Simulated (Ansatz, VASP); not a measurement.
BiTe in VASP and in Ansatz

The input INCAR:

```
SYSTEM = BiTe
ALGO = Normal
EDIFF = 1E-7
ENCUT = 520
GGA = PE
ISIF = 2
ISMEAR = 0
LASPH = .True.
LCHARG = .False.
LREAL = .False.
LWAVE = .False.
NBANDS = 18
NELM = 80
PREC = Accurate
SIGMA = 0.15
```

Contents of KPOINTS:

```
k-points
0
Gamma
  14 14 14
  0 0 0
```

Contents of POSCAR:

```
BiTe
1.0
    0.0000000000      3.2350000000      3.2350000000
    3.2350000000      0.0000000000      3.2350000000
    3.2350000000      3.2350000000      0.0000000000
Bi Te
1 1
Direct
    0.0000000000      0.0000000000      0.0000000000
    0.5057959815      0.4942040185      0.5057959815
```

Input for Ansatz:

```yaml
crystal:
  lattice:
    - [0.0, 3.235, 3.235]
    - [3.235, 0.0, 3.235]
    - [3.235, 3.235, 0.0]
  atoms:
    - { symbol: Bi, position: [0.0, 0.0, 0.0] }
    - { symbol: Te, position: [0.5057959815, 0.4942040185, 0.5057959815] }
basis:
  ecutwfc: 420
kpoints:
  mp_grid: { grid: [14, 14, 14] }
hamiltonian:
  xc: pbe
scf:
  occupations: { method: gaussian, width: 0.15 }
output:
  forces: true
  stress: true
  eigenvalues: true
```

Change from the starting cell: all Te atoms moved +0.037 Å, as atom 2 along Cartesian [0 1 0].

Alike in both runs: task single point; functional PBE; k mesh 14 × 14 × 14; occupations gaussian, width 0.15 eV; no spin polarisation.

|  | VASP | Ansatz |
| --- | --- | --- |
| version | VASP 6.6.1 | Ansatz 0.2.0 |
| potentials or method | VASP PAW PBE potentials, release 64 (Bi_d, Te), cutoff 520 eV | scalar-relativistic, plane waves, PAW |
| valence electrons in the cell | 21 | 31 |

```csv
,VASP,Ansatz,Ansatz less VASP
gap on the k mesh at the Fermi level (eV),none,none,-
pressure (GPa),0.7,0.8,+0.05
rms of the force components (eV/Å),0.054,0.053,-0.0002
```

Atom by atom the forces differ by 0.000 eV/Å (rms over components). A gap of «none» marks a metal or a gap that the smearing closes. The functional is the same, so the differences come from potentials, cutoffs and numerics. VASP's potentials hold 21 valence electrons a cell and Ansatz's 31, so a difference there can come from the potentials and not from the codes.

Neither program's run includes spin-orbit coupling.
